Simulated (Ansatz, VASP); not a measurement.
## Two plane-wave programs on ZnSe

The input INCAR:

```
ALGO = Normal
EDIFF = 1E-6
ENCUT = 520
GGA = PE
ISIF = 2
ISMEAR = 0
IVDW = 12
LASPH = T
LCHARG = F
LREAL = F
LWAVE = F
NBANDS = 46
NELM = 100
PREC = Accurate
SIGMA = 0.05
```

KPOINTS

```
k-points
0
Gamma
  6 6 6
```

POSCAR

```
ZnSe
1.0
    0.0000000000      0.0000000000     -5.2092371215
    4.0689269174      4.0689269174      0.0000000000
    4.0689269174     -4.0689269174      0.0000000000
Zn Se
4 4
Direct
    0.0000000000      0.0017733313      0.0017733313
    0.0000000000      0.4982266687      0.4982266687
    0.0000000000      0.4982266687      0.0017733313
    0.0000000000      0.0017733313      0.4982266687
    0.7158531493      0.2500000000      0.7500000000
    0.7158531493      0.7500000000      0.2500000000
    0.2894451313      0.2500000000      0.2500000000
    0.2788485701      0.7500000000      0.7500000000
```

Input for Ansatz:

```yaml
crystal:
  lattice:
    - [0.0, 0.0, -5.2092371215]
    - [4.0689269174, 4.0689269174, 0.0]
    - [4.0689269174, -4.0689269174, 0.0]
  atoms:
    - { symbol: Zn, position: [0.0, 0.0017733313, 0.0017733313] }
    - { symbol: Zn, position: [0.0, 0.4982266687, 0.4982266687] }
    - { symbol: Zn, position: [0.0, 0.4982266687, 0.0017733313] }
    - { symbol: Zn, position: [0.0, 0.0017733313, 0.4982266687] }
    - { symbol: Se, position: [0.7158531493, 0.25, 0.75] }
    - { symbol: Se, position: [0.7158531493, 0.75, 0.25] }
    - { symbol: Se, position: [0.2894451313, 0.25, 0.25] }
    - { symbol: Se, position: [0.2788485701, 0.75, 0.75] }
basis:
  ecutwfc: 520.0
kpoints:
  mp_grid: { grid: [6, 6, 6] }
hamiltonian:
  xc: pbe
  pseudopotentials: { kind: paw, azcp: { folder: soft_1 } }
  dispersion: d3bj
scf:
  occupations: { method: gaussian, width: 0.05 }
output:
  forces: true
  stress: true
  eigenvalues: true
  write_density: true
  write_potential: true
  elf: true
  volumetric_format: npy
```

Change from the starting cell: mode 8 frozen in at +0.000 Å and mode 11 at -0.028 Å (largest displacements).

Alike in both runs: task single point; functional PBE; dispersion D3(BJ); k mesh 6 × 6 × 6; occupations gaussian, width 0.05 eV; no spin polarisation.

```csv
,VASP,Ansatz
version,VASP 6.6.1,Ansatz 0.2.0
potentials or method,"VASP PAW PBE potentials, release 64 (Zn, Se), cutoff 520 eV","scalar-relativistic, plane waves, PAW"
valence electrons in the cell,72,112
```

```csv
,VASP,Ansatz,Ansatz less VASP
gap on the k mesh at the Fermi level (eV),1.56,1.56,+0.008
least direct gap on the mesh (eV),1.56,1.56,+0.008
pressure (GPa),0.3,0.0,-0.28
rms of the force components (eV/Å),0.044,0.040,-0.0039
```

Atom by atom the forces differ by 0.019 eV/Å (rms over components). VASP's potentials hold 72 valence electrons a cell and Ansatz's 112, so a difference there can come from the potentials and not from the codes.
